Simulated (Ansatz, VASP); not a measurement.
**Pd in VASP and in Ansatz**

```xyz
1
Lattice="0.0000 1.8477 1.8477 1.8477 0.0000 1.8477 1.8477 1.8477 0.0000" Properties=species:S:1:pos:R:3 pbc="T T T"
Pd    0.0000    0.0000    0.0000
```

Change from the starting cell: strain -0.050 along x and y, -0.050 along z, atoms carried along.

Alike in both runs: task single point; functional PBE; k mesh 20 × 20 × 20; occupations gaussian, width 0.15 eV; no spin polarisation.

|  | VASP | Ansatz |
| --- | --- | --- |
| version | VASP 6.6.1 | Ansatz 0.2.0 |
| potentials or method | VASP PAW PBE potentials, release 64 (Pd), cutoff 520 eV | scalar-relativistic, plane waves, PAW |
| valence electrons in the cell | 10 | 18 |

Ansatz gave:

| Quantity | Value |
| --- | --- |
| gap on the k mesh at the Fermi level (eV) | none |
| pressure (GPa) | 55.5 |

Task: Estimate VASP's values.

Result: gap on the k mesh at the Fermi level (eV): none; pressure (GPa): 54.9.

A gap of «none» marks a metal or a gap that the smearing closes. Both programs put the cell under a high pressure, so it lies far from rest at this level. VASP's potentials hold 10 valence electrons a cell and Ansatz's 18, so a difference there can come from the potentials and not from the codes.
